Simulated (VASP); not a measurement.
A run of VASP 6.6.1 is set up as follows.

Contents of INCAR:

```
PREC = Accurate ; ENCUT = 520
EDIFF = 1E-6 ; ISMEAR = -1
SIGMA = 0.05 ; LREAL = False
LASPH = True ; NELM = 80
ALGO = Normal ; ISIF = 2
LWAVE = False ; LCHARG = False
GGA = PE ; NBANDS = 17
```

File KPOINTS:

```
Automatic mesh
0
Gamma
  12 12 7
```

Contents of POSCAR:

```
Hf
1.0
    3.1923846315      0.0000000000      0.0000000000
   -1.5961923157      2.7646861895      0.0000000000
    0.0000000000      0.0000000000      5.0450416400
Hf
2
Direct
    0.3333333333      0.6666666667      0.2500000000
    0.6666666667      0.3333333333      0.7500000000
```

Potentials or basis: VASP PAW PBE potentials, release 64 (Hf_pv).

The run is started by

```console
$ cat potpaw_PBE.64/Hf_pv/POTCAR > POTCAR
$ mpirun -np 1 vasp_std > vasp.out
```

Problem. What does it give for the pressure?

Solution. 0.9 GPa.

Problem. Predict the band gap on the k mesh.

Solution. Zero (band 10 reaches 6.13 eV, above the bottom of band 11 at 4.64 eV).

Caveat: spin-orbit coupling is left out, which moves the levels of the heavy elements.
